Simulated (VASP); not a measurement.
# Ca2Sn2N (Pm) in VASP: single point with PBE

Aim: the single point of Ca2Sn2N with PBE.

Program: VASP 6.6.1. These are calculated values, not measurements. Logs are shortened: lines on timing, memory, paths and dates and some standing lists are left out, and cuts for length are marked.

## (1) The cell of the first run

Symmetry: Pm, No. 6, monoclinic system. The conventional cell has a = 3.378 Å, b = 6.721 Å, c = 5.189 Å, α = 90.00°, β = 90.19°, γ = 90.00°. Within 3.1 Å of Ca (site symmetry 1) lie 2 N at 2.35 Å. Sn (site symmetry m) has 1 N at 2.14 Å within 2.8 Å. Within 4.4 Å of Sn (site symmetry m) lie 4 Sn at 3.36 to 3.38 Å and 8 Ca at 3.52 to 3.61 Å and 2 N at 4.06 Å. N (site symmetry m) has 1 Sn at 2.14 Å and 4 Ca at 2.35 Å within 2.8 Å.

## (2) Single point, PBE

File INCAR:

```
SYSTEM = Ca2Sn2N
PREC     = Accurate       ! precision mode
ENCUT    = 520            ! plane-wave cutoff, eV
EDIFF    = 1E-6           ! SCF threshold, eV
ISMEAR   = 0              ! smearing method
SIGMA    = 0.2            ! smearing width, eV
LREAL    = .FALSE.        ! projectors in reciprocal space
LASPH    = .TRUE.         ! aspherical terms in the spheres
NELM     = 60             ! most SCF steps
ALGO     = Normal         ! electronic algorithm
ISIF     = 2              ! what is computed and relaxed
LWAVE    = .FALSE.        ! write WAVECAR
LCHARG   = .TRUE.         ! write CHGCAR
GGA      = PE             ! functional
LELF     = .TRUE.         ! ELF
LVHAR    = .TRUE.       
NBANDS   = 34             ! bands
```

File KPOINTS:

```
regular mesh
0
G
  4 3 3
  0 0 0
```

File POSCAR:

```
Ca2Sn2N
1.0
    3.3648977808      0.0000000000      0.2995007734
    0.0000000000      6.7211353493      0.0000000000
   -0.4767741208      0.0000000000      5.1674248591
Ca Sn N
2 2 1
Direct
    0.0264663577      0.7628998726     -0.0400963386
    0.0264663577      0.2371001274     -0.0400963386
    0.5252134795      0.0000000000      0.4750041849
    0.5267590510      0.5000000000      0.4487339809
    0.5263235040      0.0000000000      0.8874923915
```

Potentials or basis: VASP PAW PBE potentials, release 64 (Ca_sv, Sn_d, N).

Launch:

```bash
> cat potpaw_PBE.64/Ca_sv/POTCAR potpaw_PBE.64/Sn_d/POTCAR potpaw_PBE.64/N/POTCAR > POTCAR
> mpirun -np 1 vasp_std > vasp.out
```

OUTCAR:

```text
SYSTEM = Ca2Sn2N
   PREC = Accurate
   ENCUT = 520
   EDIFF = 1E-6
   ISMEAR = 0
   LREAL = .FALSE.
   LASPH = .TRUE.
   NELM = 60
   ISIF = 2
   GGA = PE

 ion  position               nearest neighbor table
   1  0.026  0.763  0.960-   5 2.35   5 2.35   3 3.42   3 3.43
   2  0.026  0.237  0.960-   5 2.35   5 2.35   3 3.42   3 3.43
   3  0.525  0.000  0.475-   5 2.14   4 3.36   4 3.36   2 3.42   1 3.42   2 3.43   1 3.43
   4  0.527  0.500  0.449-   3 3.36   3 3.36
   5  0.526  0.000  0.887-   3 2.14   2 2.35   1 2.35   2 2.35   1 2.35

  LATTYP: Found a simple monoclinic cell.
 ALAT       =     3.3782003772
 B/A-ratio  =     1.9895608901
 C/A-ratio  =     1.5361353759
 COS(beta)  =    -0.0032313771

  Lattice vectors:

 A1 = (   3.3648977808,   0.0000000000,   0.2995007734)
 A2 = (   0.0000000000,   6.7211353493,   0.0000000000)
 A3 = (  -0.4767741208,   0.0000000000,   5.1674248591)

Analysis of symmetry for initial positions (statically):
=====================================================================
 Subroutine PRICEL returns:
 Original cell was already a primitive cell.

 Routine SETGRP: Setting up the symmetry group for a
 simple monoclinic supercell.

 Subroutine GETGRP returns: Found  2 space group operations
 (whereof  2 operations were pure point group operations)
 out of a pool of  4 trial point group operations.

The static configuration has the point symmetry C_1h.

Analysis of symmetry for dynamics (positions and initial velocities):
=====================================================================
 Subroutine PRICEL returns:
 Original cell was already a primitive cell.

 Routine SETGRP: Setting up the symmetry group for a
 simple monoclinic supercell.

 Subroutine GETGRP returns: Found  2 space group operations
 (whereof  2 operations were pure point group operations)
 out of a pool of  4 trial point group operations.

The dynamic configuration has the point symmetry C_1h.

 Subroutine INISYM returns: Found  2 space group operations
 (whereof  2 operations are pure point group operations),
 and found     1 'primitive' translations

----------------------------------------------------------------------------------------

                                     Primitive cell

  volume of cell :     117.8259

  direct lattice vectors                    reciprocal lattice vectors
     3.364897781  0.000000000  0.299500773     0.294765149  0.000000000  0.027196602
     0.000000000  6.721135349  0.000000000     0.000000000  0.148784387  0.000000000
    -0.476774121  0.000000000  5.167424859    -0.017084407  0.000000000  0.191943690

  length of vectors
     3.378200377  6.721135349  5.189373106     0.296017142  0.148784387  0.192702510

  position of ions in fractional coordinates (direct lattice)
     0.026466358  0.762899873  0.959903661
     0.026466358  0.237100127  0.959903661
     0.525213480  0.000000000  0.475004185
     0.526759051  0.500000000  0.448733981
     0.526323504  0.000000000  0.887492391

  ion indices of the primitive-cell ions
   primitive index   ion index
                 1           1
                 2           2
                 3           3
                 4           4
                 5           5

----------------------------------------------------------------------------------------

 KPOINTS: regular mesh

Automatic generation of k-mesh.
 Grid dimensions read from file:
 generate k-points for:    4    3    3

 Generating k-lattice:

  Cartesian coordinates                     Fractional coordinates (reciprocal lattice)
     0.073691287  0.000000000  0.006799150     0.250000000  0.000000000  0.000000000
     0.000000000  0.049594796  0.000000000     0.000000000  0.333333333  0.000000000
    -0.005694802  0.000000000  0.063981230     0.000000000  0.000000000  0.333333333

  Length of vectors
     0.074004286  0.049594796  0.064234170

  Shift w.r.t. Gamma in fractional coordinates (k-lattice)
     0.000000000  0.000000000  0.000000000

 Subroutine IBZKPT returns following result:
 ===========================================

 Found     14 irreducible k-points:

 Following reciprocal coordinates:
            Coordinates               Weight
  0.000000  0.000000  0.000000      1.000000
  0.250000  0.000000  0.000000      2.000000
  0.500000  0.000000  0.000000      1.000000
  0.000000  0.333333  0.000000      2.000000
  0.250000  0.333333  0.000000      4.000000
  0.500000  0.333333  0.000000      2.000000
 -0.000000  0.000000  0.333333      2.000000
  0.250000  0.000000  0.333333      2.000000
  0.500000  0.000000  0.333333      2.000000
 -0.250000  0.000000  0.333333      2.000000
 -0.000000  0.333333  0.333333      4.000000
  0.250000  0.333333  0.333333      4.000000
  0.500000  0.333333  0.333333      4.000000
 -0.250000  0.333333  0.333333      4.000000
   k-points           NKPTS =     14   k-points in BZ     NKDIM =     14   number of bands    NBANDS=     34
   number of dos      NEDOS =    301   number of ions     NIONS =      5
   total plane-waves  NPLWV =  56000
   dimension x,y,z NGX =    28 NGY =   50 NGZ =   40
   dimension x,y,z NGXF=    56 NGYF=  100 NGZF=   80
   ions per type =               2   2   1
   NGX,Y,Z   is equivalent  to a cutoff of  13.78, 12.37, 12.81 a.u.
   NGXF,Y,Z  is equivalent  to a cutoff of  27.56, 24.73, 25.63 a.u.
 SYSTEM =  Ca2Sn2N
   PREC   = accura    normal or accurate (medium, high low for compatibility)
   ISTART =      0    job   : 0-new  1-cont  2-samecut
   ICHARG =      2    charge: 1-file 2-atom 10-const
   ISPIN  =      1    spin polarized calculation?
   LNONCOLLINEAR =      F non collinear calculations
   LSORBIT =      F    spin-orbit coupling
   LASPH  =      T    aspherical Exc in radial PAW
   ENCUT  =  520.0 eV  38.22 Ry    6.18 a.u.   6.28 12.50  9.65*2*pi/ulx,y,z
   NELM   =     60;   NELMIN=  2; NELMDL= -5     # of ELM steps
   EDIFF  = 0.1E-05   stopping-criterion for ELM
   LREAL  =      F    real-space projection
   EDIFFG = 0.1E-04   stopping-criterion for IOM
   NSW    =      0    number of steps for IOM
   IBRION =     -1    ionic relax: 0-MD 1-quasi-New 2-CG
   NFREE  =      0    steps in history (QN), initial steepest desc. (CG)
   ISIF   =      2    stress and relaxation
   ISYM   =      2    0-nonsym 1-usesym 2-fastsym
   POTIM  = 0.5000    time-step for ionic-motion
   TEBEG  =    0.0;   TEEND  =   0.0 temperature during run
   PSTRESS=    0.0 pullay stress
   NELECT =      53.0000    total number of electrons
   NUPDOWN=      -1.0000    fix difference up-down
   EMIN   =  10.00;   EMAX   =-10.00  energy-range for DOS
   EFERMI =   0.00;   METHOD = LEGACY
   ISMEAR =     0;   SIGMA  =   0.20  broadening in eV -4-tet -1-fermi 0-gaus
   EFERMI_NEDOS =   21; number of points for ismear=-14 and -15
   IALGO  =     38    algorithm
   IMIX   =      4    mixing-type and parameters
     AMIX     =   0.40;   BMIX     =  1.00
     AMIX_MAG =   1.60;   BMIX_MAG =  1.00
  volume/ion in A,a.u.               =      23.57       159.03
  Fermi-wavevector in a.u.,A,eV,Ry     =   1.254353  2.370384 21.407438  1.573402
  Thomas-Fermi vector in A             =   2.388162
   LORBIT       =      0    0 simple, 1 ext, 2 COOP (PROOUT), +10 PAW based schemes
   GGA     = PE    functional components
   LHFCALC =     F    Hartree Fock is set to
   AEXX    =    0.0000 exact exchange contribution
   IVDW    =     0    specifies the selected vdW correction
   LEPSILON=     F    determine dielectric tensor
   LRPA    =     F    only Hartree local field effects (RPA)
 non-spin polarized calculation
 Gauss-broadening in eV      SIGMA  =   0.20
  energy-cutoff  :      520.00
  volume of cell :      117.83
 maximum number of plane-waves:      3187
 NGX is ok and might be reduce to    28
   NGX = 13   NGY = 25   NGZ = 19

 number of electron      53.0000004 magnetization

 Free energy of the ion-electron system (eV)
  ---------------------------------------------------
  ext. energy  EPLUGINS =         0.00000000
  ---------------------------------------------------
  free energy    TOTEN  =       -22.64993499 eV

  energy without entropy =      -22.60184427  energy(sigma->0) =      -22.62588963

 E-fermi :   5.5131     XC(G=0):  -9.7446

 val. band max:        5.4300137393   @ k =  -0.2500   0.0000   0.3333
 cond. band min:       5.5206737815   @ k =   0.2500   0.3333   0.0000
 fundamental gap:      0.0906600422
 Fermi energy:         5.5131144411

 k-point     1 :       0.0000    0.0000    0.0000
  band No.  band energies     occupation
      1     -35.0229      2.00000
      2     -34.9817      2.00000
      3     -16.3861      2.00000
      4     -16.1660      2.00000
      5     -16.1489      2.00000
      6     -15.9251      2.00000
[... 26 lines left out ...]
     33      10.1773      0.00000
     34      10.2360      0.00000

 k-point     2 :       0.2500    0.0000    0.0000
  band No.  band energies     occupation
      1     -35.0060      2.00000
      2     -34.9661      2.00000
      3     -16.3316      2.00000
      4     -16.1645      2.00000
      5     -16.1133      2.00000
      6     -16.1076      2.00000
[... 26 lines left out ...]
     33       9.1166      0.00000
     34       9.8255      0.00000

 k-point     3 :       0.5000    0.0000    0.0000
  band No.  band energies     occupation
      1     -34.9891      2.00000
      2     -34.9504      2.00000
      3     -16.3433      2.00000
      4     -16.2409      2.00000
      5     -16.1712      2.00000
      6     -16.1558      2.00000
[... 26 lines left out ...]
     33       9.0481      0.00000
     34       9.9761      0.00000

 k-point     4 :       0.0000    0.3333    0.0000
  band No.  band energies     occupation
      1     -35.0164      2.00000
      2     -34.9883      2.00000
      3     -16.3168      2.00000
      4     -16.1633      2.00000
      5     -16.1508      2.00000
      6     -15.9773      2.00000
[... 26 lines left out ...]
     33       9.6828      0.00000
     34      10.2658      0.00000

 k-point     5 :       0.2500    0.3333    0.0000
  band No.  band energies     occupation
      1     -34.9997      2.00000
      2     -34.9725      2.00000
      3     -16.2734      2.00000
      4     -16.1555      2.00000
      5     -16.1219      2.00000
      6     -16.0894      2.00000
[... 251 lines left out ...]
 k-point    12 :       0.2500    0.3333    0.3333
  band No.  band energies     occupation
      1     -34.9996      2.00000
      2     -34.9725      2.00000
      3     -16.2602      2.00000
      4     -16.1517      2.00000
      5     -16.1203      2.00000
      6     -16.0892      2.00000
[... 26 lines left out ...]
     33       8.9749      0.00000
     34       9.8731      0.00000

 k-point    13 :       0.5000    0.3333    0.3333
  band No.  band energies     occupation
      1     -34.9829      2.00000
      2     -34.9566      2.00000
      3     -16.3149      2.00000
      4     -16.1967      2.00000
      5     -16.1915      2.00000
      6     -16.1206      2.00000
[... 26 lines left out ...]
     33       8.9803      0.00000
     34       9.7286      0.00000

 k-point    14 :      -0.2500    0.3333    0.3333
  band No.  band energies     occupation
      1     -34.9996      2.00000
      2     -34.9725      2.00000
      3     -16.2605      2.00000
      4     -16.1513      2.00000
      5     -16.1208      2.00000
      6     -16.0890      2.00000
[... 26 lines left out ...]
     33       8.9744      0.00000
     34       9.8857      0.00000

------------------------ aborting loop because EDIFF is reached ----------------------------------------

  FORCE on cell =-STRESS in cart. coord.  units (eV):
  Direction    XX          YY          ZZ          XY          YZ          ZX
  --------------------------------------------------------------------------------------
  -------------------------------------------------------------------------------------
  Total        0.0868954      0.0907217      0.1010087      0.0000000      0.0000000      0.0356096
  in kB        1.1815891      1.2336188      1.3734994      0.0000000      0.0000000      0.4842142
  external PRESSURE =       1.2629024 kB  Pullay stress =       0.0000000 kB

 VOLUME and BASIS-vectors are now :
 -----------------------------------------------------------------------------
  energy-cutoff  :      520.00
  volume of cell :      117.83
      direct lattice vectors                 reciprocal lattice vectors
     3.364897781  0.000000000  0.299500773     0.294765149  0.000000000  0.027196602
     0.000000000  6.721135349  0.000000000     0.000000000  0.148784387  0.000000000
    -0.476774121  0.000000000  5.167424859    -0.017084407  0.000000000  0.191943690

 POSITION                                       TOTAL-FORCE (eV/Angst)
 -----------------------------------------------------------------------------------
     -0.36860      5.12755      4.96816        -0.000478     -0.039945      0.010266
     -0.36860      1.59358      4.96816        -0.000478      0.039945      0.010266
      1.54082      0.00000      2.61185         0.000236      0.000000     -0.023471
      1.55855      3.36057      2.47656         0.001787      0.000000      0.000885
      1.34789      0.00000      4.74368        -0.001068      0.000000      0.002054
 -----------------------------------------------------------------------------------
    total drift:                                0.000001      0.000000      0.000128

  FREE ENERGIE OF THE ION-ELECTRON SYSTEM (eV)
  ---------------------------------------------------
  free  energy   TOTEN  =       -22.6499349853 eV

  energy  without entropy=      -22.6018442668  energy(sigma->0) =      -22.62588963
```

Wall time 34 s (1 thread of Intel Xeon 6975P-C (Granite Rapids), shared host); peak memory 0.25 GiB.

Results:

```
Free energy   : -22.6499 eV
Pressure      : 0.1 GPa
Largest force : 0.041 eV/Å
```

Forces on the atoms (eV/Å):
```
Ca   0.000 -0.040  0.010
Ca   0.000  0.040  0.010
Sn   0.000  0.000 -0.023
Sn   0.002  0.000  0.001
N   -0.001  0.000  0.002
```

Levels at points of the mesh, in eV from the Fermi level:
```csv
k point,band 24,band 25,band 26,band 27,band 28,band 29
"(0.00, 0.00, 0.00)",-1.79,-1.66,-1.27,0.97,1.93,3.33
"(0.50, 0.00, 0.00)",-2.67,-2.36,-0.93,-0.70,0.52,1.59
```

Caveat: the k points lie up to 0.46 Å⁻¹ apart; spin-orbit coupling is left out, which moves the levels of the heavy elements.
